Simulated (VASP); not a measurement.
Here is a VASP 6.6.1 calculation.

INCAR

```
SYSTEM = Ba3TeC3
PREC     = Accurate       ! precision mode
ENCUT    = 520            ! plane-wave cutoff, eV
EDIFF    = 1E-6           ! SCF threshold, eV
ISMEAR   = 0              ! smearing method
SIGMA    = 0.1            ! smearing width, eV
LREAL    = .FALSE.        ! projectors in reciprocal space
LASPH    = .TRUE.         ! aspherical terms in the spheres
NELM     = 80             ! most SCF steps
ALGO     = Normal         ! electronic algorithm
ISIF     = 2              ! what is computed and relaxed
LWAVE    = .FALSE.        ! write WAVECAR
LCHARG   = .FALSE.        ! write CHGCAR
GGA      = PE             ! functional
NBANDS   = 33             ! bands
```

The input KPOINTS:

```
regular mesh
0
G
  4 4 4
  0 0 0
```

Contents of POSCAR:

```
Ba3TeC3
1.0
    5.7163331400      0.0000000000      0.0000000000
    0.0000000000      5.7163331400      0.0000000000
    0.0000000000      0.0000000000      5.7163331400
Ba Te C
3 1 3
Direct
    0.5000000000      0.5000000000      0.0000000000
    0.0000000000      0.5000000000      0.5000000000
    0.5000000000      0.0000000000      0.5000000000
    0.5000000000      0.5000000000      0.5000000000
    0.5000000000      0.0000000000      0.0000000000
    0.0000000000      0.5000000000      0.0000000000
    0.0000000000      0.0000000000      0.5000000000
```

Potentials or basis: VASP PAW PBE potentials, release 64 (Ba_sv, Te, C).

Run with:

```console
$ cat potpaw_PBE.64/Ba_sv/POTCAR potpaw_PBE.64/Te/POTCAR potpaw_PBE.64/C/POTCAR > POTCAR
$ mpirun -np 1 vasp_std > vasp.out
```

Task: What does it give for the pressure?

Result: 18.1 GPa.

Task: Estimate the band gap on the k mesh.

Result: Zero (bands 24 and 25 overlap by 1.87 eV).

Caveat: the cell stands under pressure; spin-orbit coupling is left out, which moves the levels of the heavy elements.
